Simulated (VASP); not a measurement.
**Ir: single point with LDA**

The system is Ir.

```xyz
2
Lattice="2.6500 0.0000 0.0000 -1.3250 2.2950 0.0000 0.0000 0.0000 4.2967" Properties=species:S:1:pos:R:3 pbc="T T T"
Ir    1.3250    0.7650    3.2225
Ir    0.0000    1.5300    1.0742
```

| Property | Result |
| --- | --- |
| Program | VASP 6.6.1 |
| Task | single point |
| Functional | LDA |
| Potentials or basis | VASP PAW LDA potentials, release 64 (Ir_sv_GW) |
| Cutoff | 500 eV |
| k mesh | 21 × 21 × 12 |
| Occupations | gaussian, width 0.15 eV |
| Spin | no spin polarisation |

* Pressure: 27.4 GPa
* Band gap on the k mesh: zero (band 17 reaches 15.57 eV, above the bottom of band 18 at 11.76 eV)

Stress tensor (GPa, compression positive):
```
26.97  0.00  0.00
 0.00 26.97  0.00
 0.00  0.00 28.21
```

Levels at points of the mesh, in eV from the Fermi level:
```
           k point  band 13  band 14  band 15  band 16  band 17  band 18  band 19  band 20  band 21  band 22
(0.00, 0.00, 0.00)    -4.40    -3.64    -3.64    -2.73    -2.73    -0.96     0.29     0.29     7.87    13.47
(0.00, 0.00, 0.50)    -4.53    -4.53    -4.53    -4.53    -0.53    -0.53    -0.53    -0.53    13.06    13.06
```

Wall time 100 s on 1 thread of Intel(R) Xeon(R) Platinum 8375C CPU @ 2.90GHz (Ice Lake), with other jobs on the host, peak memory 0.26 GiB.

Caveat: spin-orbit coupling is left out, which moves the levels of the heavy elements.
